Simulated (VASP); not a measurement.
Crystal: TePb.

```
Pb Te
1.0
     0.00000    3.23100    3.23100
     3.23100    0.00000    3.23100
     3.23100    3.23100    0.00000
Pb Te
1 1
Direct
  0.00000 0.00000 0.00000
  0.50000 0.50000 0.50000
```

```yaml
Program: VASP 6.6.1
Task: relaxation of cell and atoms
Functional: LDA
Potentials_or_basis: VASP PAW LDA potentials, release 64 (Pb_d, Te)
Cutoff: 600 eV
k_mesh: 7 × 7 × 7
Occupations: fermi-dirac, width 0.05 eV
Spin: no spin polarisation
```

At the start: pressure -1.7 GPa; volume 33.73 Å³/atom.

Problem. How do energy, volume and symmetry change on relaxing?

Solution. Over 3 steps the energy falls by 6.4 meV/atom and the volume is 32.52 Å³/atom (-3.6 %); space group Fm-3m (No. 225, to 0.05 Å).

Step by step:
| step | energy change (eV) | largest force (eV/Å) | pressure (GPa) | volume (Å³) |
| --- | --- | --- | --- | --- |
| 1 | 0.0000 | 0.0000 | -1.65 | 67.46 |
| 2 | -0.0107 | 0.0000 | 0.72 | 64.12 |
| 3 | -0.0128 | 0.0000 | -0.01 | 65.05 |

Final structure:
```cif
data_structure
_symmetry_space_group_name_H-M 'P 1'
_symmetry_Int_Tables_number 1
_cell_length_a 4.5142
_cell_length_b 4.5142
_cell_length_c 4.5142
_cell_angle_alpha 60.000
_cell_angle_beta 60.000
_cell_angle_gamma 60.000
_cell_volume 65.05
loop_
_atom_site_label
_atom_site_type_symbol
_atom_site_fract_x
_atom_site_fract_y
_atom_site_fract_z
_atom_site_occupancy
Pb1 Pb 0.00000 0.00000 0.00000 1
Te1 Te 0.50000 0.50000 0.50000 1
```
